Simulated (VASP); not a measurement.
# Ba (C2/c) in VASP: a series of runs

The runs below take Ba through single point, with PBEsol.

All numbers are computed with VASP 6.6.1; they aren't measurements. Logs are shortened: lines on timing, memory, paths and dates and some standing lists are left out, and cuts for length are marked.

### Step 1. The cell of the first run

The typed cell holds 2 atoms: a = 5.349 Å, b = 5.349 Å, c = 5.354 Å, α = 97.38°, β = 97.38°, γ = 138.00°.

### Step 2. Single point, PBEsol (volume scaled by 0.88)

File INCAR:

```
SYSTEM = Ba
PREC = Accurate
ENCUT = 520
EDIFF = 1E-6
ISMEAR = -1
SIGMA = 0.1
LREAL = .False.
LASPH = .True.
NELM = 100
ALGO = Normal
ISIF = 2
LWAVE = .False.
LCHARG = .False.
GGA = PS
NBANDS = 17
```

File KPOINTS:

```
Automatic mesh
0
Gamma
  10 10 7
  0 0 0
```

File POSCAR:

```
Ba
1.0
   -3.5315869738      3.5309248414      1.9172424066
    3.5309248414     -3.5315869738      1.9172424066
    3.5342064211      3.5342064211     -1.9184551034
Ba
2
Direct
    0.0000574914      0.9999425086      0.0000000000
    0.7499425086      0.2500574914      0.5000000000
```

Potentials or basis: VASP PAW PBE potentials, release 64 (Ba_sv).

Run with:

```console
> cat potpaw_PBE.64/Ba_sv/POTCAR > POTCAR
> mpirun -np 1 vasp_std > vasp.out
```

OUTCAR:

```text
SYSTEM = Ba
   PREC = Accurate
   ENCUT = 520
   EDIFF = 1E-6
   ISMEAR = -1
   LREAL = .False.
   LASPH = .True.
   NELM = 100
   ISIF = 2
   GGA = PS

 ion  position               nearest neighbor table
   1  0.000  1.000  0.000-   2 3.66   2 3.66   2 3.66   2 3.66   2 4.56   2 4.56   2 4.56   2 4.56

   2  0.750  0.250  0.500-   1 3.66   1 3.66   1 3.66   1 3.66   1 4.56   1 4.56   1 4.56   1 4.56

  Warning from LATTYP: Got some problem with cell dimensions!
  Tried to take original basis but could not verify dimensions!
  LATTYP: Found a base centered monoclinic cell.
 ALAT       =     3.8344849275
 B/A-ratio  =     2.6047566185
 C/A-ratio  =     1.3957335636
 COS(beta)  =    -0.3577799305

  Lattice vectors:

 A1 = (   3.5315869738,  -3.5309248414,  -1.9172424066)
 A2 = (  -3.5309248414,   3.5315869738,  -1.9172424066)
 A3 = (   3.5335442887,   3.5335442887,   1.9160297098)

Analysis of symmetry for initial positions (statically):
=====================================================================
 Subroutine PRICEL returns:
 Original cell was already a primitive cell.

 Routine SETGRP: Setting up the symmetry group for a
 base centered monoclinic supercell.

 Subroutine GETGRP returns: Found  4 space group operations
 (whereof  2 operations were pure point group operations)
 out of a pool of  4 trial point group operations.

The static configuration has the point symmetry C_2 .
 The point group associated with its full space group is C_2h.

Analysis of symmetry for dynamics (positions and initial velocities):
=====================================================================
 Subroutine PRICEL returns:
 Original cell was already a primitive cell.

 Routine SETGRP: Setting up the symmetry group for a
 base centered monoclinic supercell.

 Subroutine GETGRP returns: Found  4 space group operations
 (whereof  2 operations were pure point group operations)
 out of a pool of  4 trial point group operations.

The dynamic configuration has the point symmetry C_2 .
 The point group associated with its full space group is C_2h.

 Subroutine INISYM returns: Found  4 space group operations
 (whereof  2 operations are pure point group operations),
 and found     1 'primitive' translations

----------------------------------------------------------------------------------------

                                     Primitive cell

  volume of cell :      95.7012

  direct lattice vectors                    reciprocal lattice vectors
    -3.531586974  3.530924841  1.917242407    -0.000007726  0.141584958  0.260815674
     3.530924841 -3.531586974  1.917242407     0.141584958 -0.000007726  0.260815674
     3.534206421  3.534206421 -1.918455103     0.141487738  0.141487738  0.000048864

  length of vectors
     5.349332223  5.349332223  5.353662301     0.296767782  0.296767782  0.200093884

  position of ions in fractional coordinates (direct lattice)
     0.000057491  0.999942509  0.000000000
     0.749942509  0.250057491  0.500000000

  ion indices of the primitive-cell ions
   primitive index   ion index
                 1           1
                 2           2

----------------------------------------------------------------------------------------

 KPOINTS: Automatic mesh

Automatic generation of k-mesh.
 Grid dimensions read from file:
 generate k-points for:   10   10    7

 Generating k-lattice:

  Cartesian coordinates                     Fractional coordinates (reciprocal lattice)
    -0.000000773  0.014158496  0.026081567     0.100000000 -0.000000000  0.000000000
     0.014158496 -0.000000773  0.026081567    -0.000000000  0.100000000  0.000000000
     0.020212534  0.020212534  0.000006981     0.000000000  0.000000000  0.142857143

  Length of vectors
     0.029676778  0.029676778  0.028584841

  Shift w.r.t. Gamma in fractional coordinates (k-lattice)
     0.000000000  0.000000000  0.000000000

 Subroutine IBZKPT returns following result:
 ===========================================

 Found    196 irreducible k-points:

 Following reciprocal coordinates:
            Coordinates               Weight
  0.000000  0.000000  0.000000      1.000000
  0.100000 -0.000000  0.000000      4.000000
  0.200000 -0.000000  0.000000      4.000000
  0.300000  0.000000  0.000000      4.000000
  0.400000  0.000000  0.000000      4.000000
  0.500000  0.000000  0.000000      2.000000
[... 16 lines left out ...]
  0.300000  0.300000  0.000000      2.000000
  0.400000  0.300000  0.000000      4.000000
 [... further k-points ...]
   k-points           NKPTS =    196   k-points in BZ     NKDIM =    196   number of bands    NBANDS=     17
   number of dos      NEDOS =    301   number of ions     NIONS =      2
   total plane-waves  NPLWV =  64000
   dimension x,y,z NGX =    40 NGY =   40 NGZ =   40
   dimension x,y,z NGXF=    80 NGYF=   80 NGZF=   80
   ions per type =               2
   NGX,Y,Z   is equivalent  to a cutoff of  12.43, 12.43, 12.42 a.u.
   NGXF,Y,Z  is equivalent  to a cutoff of  24.86, 24.86, 24.84 a.u.
 SYSTEM =  Ba
   PREC   = accura    normal or accurate (medium, high low for compatibility)
   ISTART =      0    job   : 0-new  1-cont  2-samecut
   ICHARG =      2    charge: 1-file 2-atom 10-const
   ISPIN  =      1    spin polarized calculation?
   LNONCOLLINEAR =      F non collinear calculations
   LSORBIT =      F    spin-orbit coupling
   LASPH  =      T    aspherical Exc in radial PAW
   ENCUT  =  520.0 eV  38.22 Ry    6.18 a.u.   9.95  9.95  9.95*2*pi/ulx,y,z
   NELM   =    100;   NELMIN=  2; NELMDL= -5     # of ELM steps
   EDIFF  = 0.1E-05   stopping-criterion for ELM
   LREAL  =      F    real-space projection
   EDIFFG = 0.1E-04   stopping-criterion for IOM
   NSW    =      0    number of steps for IOM
   IBRION =     -1    ionic relax: 0-MD 1-quasi-New 2-CG
   NFREE  =      0    steps in history (QN), initial steepest desc. (CG)
   ISIF   =      2    stress and relaxation
   ISYM   =      2    0-nonsym 1-usesym 2-fastsym
   POTIM  = 0.5000    time-step for ionic-motion
   TEBEG  =    0.0;   TEEND  =   0.0 temperature during run
   PSTRESS=    0.0 pullay stress
   NELECT =      20.0000    total number of electrons
   NUPDOWN=      -1.0000    fix difference up-down
   EMIN   =  10.00;   EMAX   =-10.00  energy-range for DOS
   EFERMI =   0.00;   METHOD = LEGACY
   ISMEAR =    -1;   SIGMA  =   0.10  broadening in eV -4-tet -1-fermi 0-gaus
   EFERMI_NEDOS =   21; number of points for ismear=-14 and -15
   IALGO  =     38    algorithm
   IMIX   =      4    mixing-type and parameters
     AMIX     =   0.40;   BMIX     =  1.00
     AMIX_MAG =   1.60;   BMIX_MAG =  1.00
  volume/ion in A,a.u.               =      47.85       322.91
  Fermi-wavevector in a.u.,A,eV,Ry     =   0.971506  1.835881 12.841516  0.943825
  Thomas-Fermi vector in A             =   2.101729
   LORBIT       =      0    0 simple, 1 ext, 2 COOP (PROOUT), +10 PAW based schemes
   GGA     = PS    functional components
   LHFCALC =     F    Hartree Fock is set to
   AEXX    =    0.0000 exact exchange contribution
   IVDW    =     0    specifies the selected vdW correction
   LEPSILON=     F    determine dielectric tensor
   LRPA    =     F    only Hartree local field effects (RPA)
 non-spin polarized calculation
  energy-cutoff  :      520.00
  volume of cell :       95.70
 maximum number of plane-waves:      2607
   NGX = 19   NGY = 19   NGZ = 19

 number of electron      20.0000001 magnetization

 Free energy of the ion-electron system (eV)
  ---------------------------------------------------
  ext. energy  EPLUGINS =         0.00000000
  ---------------------------------------------------
  free energy    TOTEN  =        -3.93270133 eV

  energy without entropy =       -3.86807203  energy(sigma->0) =       -3.90038668

 E-fermi :   2.4931     XC(G=0):  -8.4493

 val. band max:        2.4840045828   @ k =  -0.3000  -0.4000   0.4286
 cond. band min:       2.4947262127   @ k =  -0.1000  -0.3000   0.2857
 fundamental gap:      0.0107216299
 Fermi energy:         2.4931455513

 k-point     1 :       0.0000    0.0000    0.0000
  band No.  band energies     occupation
      1     -26.2358      2.00000
      2     -25.9420      2.00000
      3     -11.8637      2.00000
      4     -11.8619      2.00000
      5     -10.8407      2.00000
      6     -10.8271      2.00000
[... 9 lines left out ...]
     16       6.1515      0.00000
     17       6.1521      0.00000

 k-point     2 :       0.1000   -0.0000    0.0000
  band No.  band energies     occupation
      1     -26.2217      2.00000
      2     -25.9403      2.00000
      3     -11.8541      2.00000
      4     -11.8235      2.00000
      5     -10.9470      2.00000
      6     -10.9296      2.00000
[... 9 lines left out ...]
     16       6.8508      0.00000
     17       6.9230      0.00000

 k-point     3 :       0.2000   -0.0000    0.0000
  band No.  band energies     occupation
      1     -26.1835      2.00000
      2     -25.9368      2.00000
      3     -11.8307      2.00000
      4     -11.7263      2.00000
      5     -11.2159      2.00000
      6     -11.1526      2.00000
[... 9 lines left out ...]
     16       5.9757      0.00000
     17       6.4278      0.00000

 k-point     4 :       0.3000    0.0000    0.0000
  band No.  band energies     occupation
      1     -26.1328      2.00000
      2     -25.9353      2.00000
      3     -11.8004      2.00000
      4     -11.6817      2.00000
      5     -11.5013      2.00000
      6     -11.3385      2.00000
[... 9 lines left out ...]
     16       5.7698      0.00000
     17       6.0086      0.00000

 k-point     5 :       0.4000    0.0000    0.0000
  band No.  band energies     occupation
      1     -26.0870      2.00000
      2     -25.9384      2.00000
      3     -11.8336      2.00000
      4     -11.7748      2.00000
      5     -11.6824      2.00000
      6     -11.2956      2.00000
[... 9 lines left out ...]
     16       6.5179      0.00000
     17       6.5918      0.00000

 k-point     6 :       0.5000    0.0000    0.0000
  band No.  band energies     occupation
      1     -26.0673      2.00000
      2     -25.9417      2.00000
      3     -11.9133      2.00000
      4     -11.7648      2.00000
      5     -11.7511      2.00000
      6     -11.2253      2.00000
[... 9 lines left out ...]
     16       5.9518      0.00000
     17       7.0443      0.00000

 k-point     7 :       0.1000    0.1000    0.0000
  band No.  band energies     occupation
      1     -26.1898      2.00000
      2     -25.9304      2.00000
      3     -11.7946      2.00000
      4     -11.7944      2.00000
      5     -11.1950      2.00000
      6     -11.1609      2.00000
[... 9 lines left out ...]
     16       6.2984      0.00000
     17       6.3484      0.00000

 k-point     8 :       0.2000    0.1000    0.0000
  band No.  band energies     occupation
      1     -26.1430      2.00000
      2     -25.9251      2.00000
      3     -11.7752      2.00000
      4     -11.7228      2.00000
      5     -11.4699      2.00000
      6     -11.4055      2.00000
[... 9 lines left out ...]
     16       5.8411      0.00000
     17       6.0170      0.00000
[... 203 lines left out ...]
      1     -26.0881      2.00000
      2     -25.9801      2.00000
      3     -11.8076      2.00000
      4     -11.6006      2.00000
      5     -11.5446      2.00000
      6     -11.2004      2.00000
[... 9 lines left out ...]
     16       5.7192      0.00000
     17       6.3065      0.00000

 k-point    20 :      -0.4000    0.2000    0.0000
  band No.  band energies     occupation
      1     -26.1370      2.00000
      2     -25.9837      2.00000
      3     -11.7939      2.00000
      4     -11.5273      2.00000
      5     -11.3607      2.00000
      6     -11.1119      2.00000
[... 9 lines left out ...]
     16       5.8091      0.00000
     17       6.1255      0.00000

 k-point    21 :      -0.3000    0.2000   -0.0000
  band No.  band energies     occupation
      1     -26.1820      2.00000
      2     -25.9805      2.00000
      3     -11.7972      2.00000
      4     -11.6569      2.00000
      5     -11.1318      2.00000
      6     -10.9687      2.00000
[... 9 lines left out ...]
     16       6.0648      0.00000
     17       6.4237      0.00000

 k-point    22 :      -0.2000    0.2000    0.0000
  band No.  band energies     occupation
      1     -26.2080      2.00000
      2     -25.9703      2.00000
      3     -11.7877      2.00000
      4     -11.7814      2.00000
      5     -10.9830      2.00000
      6     -10.9107      2.00000
[... 9 lines left out ...]
     16       6.5016      0.00000
     17       6.5336      0.00000

 k-point    23 :       0.3000    0.3000    0.0000
  band No.  band energies     occupation
      1     -26.0534      2.00000
      2     -25.9720      2.00000
      3     -11.9211      2.00000
      4     -11.7007      2.00000
      5     -11.5793      2.00000
      6     -11.4199      2.00000
[... 9 lines left out ...]
     16       6.0097      0.00000
     17       6.6690      0.00000

 k-point    24 :       0.4000    0.3000    0.0000
  band No.  band energies     occupation
      1     -26.0624      2.00000
      2     -26.0059      2.00000
      3     -11.8005      2.00000
      4     -11.5945      2.00000
      5     -11.5201      2.00000
      6     -11.2849      2.00000
[... 9 lines left out ...]
     16       5.7619      0.00000
     17       6.0737      0.00000

 [... further k-points ...]
[... 5 lines left out ...]
  --------------------------------------------------------------------------------------
  -------------------------------------------------------------------------------------
  Total        0.9613070      0.9613070      1.0513605     -0.0003489      0.0000626      0.0000626
  in kB       16.0936764     16.0936764     17.6013041     -0.0058406      0.0010480      0.0010479
  external PRESSURE =      16.5962190 kB  Pullay stress =       0.0000000 kB

 VOLUME and BASIS-vectors are now :
 -----------------------------------------------------------------------------
  energy-cutoff  :      520.00
  volume of cell :       95.70
      direct lattice vectors                 reciprocal lattice vectors
    -3.531586974  3.530924841  1.917242407    -0.000007726  0.141584958  0.260815674
     3.530924841 -3.531586974  1.917242407     0.141584958 -0.000007726  0.260815674
     3.534206421  3.534206421 -1.918455103     0.141487738  0.141487738  0.000048864

 POSITION                                       TOTAL-FORCE (eV/Angst)
 -----------------------------------------------------------------------------------
      3.53052     -3.53118      1.91724         0.000733     -0.000733      0.000000
      0.00155      3.53199      0.95801        -0.000733      0.000733     -0.000000
 -----------------------------------------------------------------------------------
    total drift:                               -0.000000     -0.000000      0.000000

  FREE ENERGIE OF THE ION-ELECTRON SYSTEM (eV)
  ---------------------------------------------------
  free  energy   TOTEN  =        -3.9327013329 eV

  energy  without entropy=       -3.8680720276  energy(sigma->0) =       -3.90038668
```

Run time: 5.5 min. Hardware: 1 thread of Oxide Virtual Turin-like, shared host; peak memory 0.38 GiB.

What came out:

- Free energy: -3.9327 eV
- Pressure: 1.7 GPa
- Band gap on the k mesh: zero (band 10 reaches 2.82 eV, above the bottom of band 11 at 2.20 eV)

Levels at points of the mesh, in eV from the Fermi level:
```csv
k point,band 6,band 7,band 8,band 9,band 10,band 11,band 12,band 13,band 14,band 15
"(0.00, 0.00, 0.00)",-13.32,-13.26,-13.26,-2.67,-1.32,0.33,0.37,1.10,3.42,3.42
"(0.50, 0.00, 0.00)",-13.72,-13.59,-13.20,-0.78,-0.77,0.28,1.13,2.16,2.17,2.38
"(0.50, 0.50, 0.00)",-13.90,-13.27,-13.27,-0.84,-0.84,0.64,0.64,1.96,1.96,2.79
```

Caveat: the PAW data sets were made with another functional, which shifts forces and pressure a little; spin-orbit coupling is left out, which moves the levels of the heavy elements.

### Step 3. Single point, PBEsol (volume scaled by 0.92)

File INCAR:

```
ALGO = Normal ; EDIFF = 1E-6
ENCUT = 520 ; GGA = PS
ISIF = 2 ; ISMEAR = -1
LASPH = T ; LCHARG = F
LREAL = F ; LWAVE = F
NBANDS = 17 ; NELM = 80
PREC = Accurate ; SIGMA = 0.1
```

File KPOINTS:

```
k-points
0
Gamma
  10 10 7
```

File POSCAR:

```
Ba
1.0
   -3.5843049994      3.5836329829      1.9458621843
    3.5836329829     -3.5843049994      1.9458621843
    3.5869635486      3.5869635486     -1.9470929837
Ba
2
Direct
    0.0000574914      0.9999425086      0.0000000000
    0.7499425086      0.2500574914      0.5000000000
```

Potentials or basis: VASP PAW PBE potentials, release 64 (Ba_sv).

Run with:

```console
> cat potpaw_PBE.64/Ba_sv/POTCAR > POTCAR
> mpirun -np 1 vasp_std > vasp.out
```

It took 5.6 min on 1 thread of Oxide Virtual Turin-like, shared host; peak memory 0.4 GiB.

It converged, with:

- Free energy: -3.9696 eV
- Pressure: 1.1 GPa
- Band gap on the k mesh: zero (band 10 reaches 2.57 eV, above the bottom of band 11 at 2.06 eV)

Stress tensor (GPa, compression positive):
```
1.04 0.00 0.00
0.00 1.04 0.00
0.00 0.00 1.12
```

Levels at points of the mesh, in eV from the Fermi level:
| k point | band 6 | band 7 | band 8 | band 9 | band 10 | band 11 | band 12 | band 13 | band 14 | band 15 |
| --- | --- | --- | --- | --- | --- | --- | --- | --- | --- | --- |
| (0.00, 0.00, 0.00) | -13.41 | -13.36 | -13.36 | -2.67 | -1.21 | 0.37 | 0.37 | 1.11 | 3.34 | 3.34 |
| (0.50, 0.00, 0.00) | -13.77 | -13.65 | -13.30 | -0.74 | -0.70 | 0.29 | 1.08 | 1.99 | 2.13 | 2.29 |
| (0.50, 0.50, 0.00) | -13.93 | -13.36 | -13.36 | -0.88 | -0.88 | 0.64 | 0.64 | 1.87 | 1.87 | 2.68 |

Caveat: the PAW data sets were made with another functional, which shifts forces and pressure a little; spin-orbit coupling is left out, which moves the levels of the heavy elements.
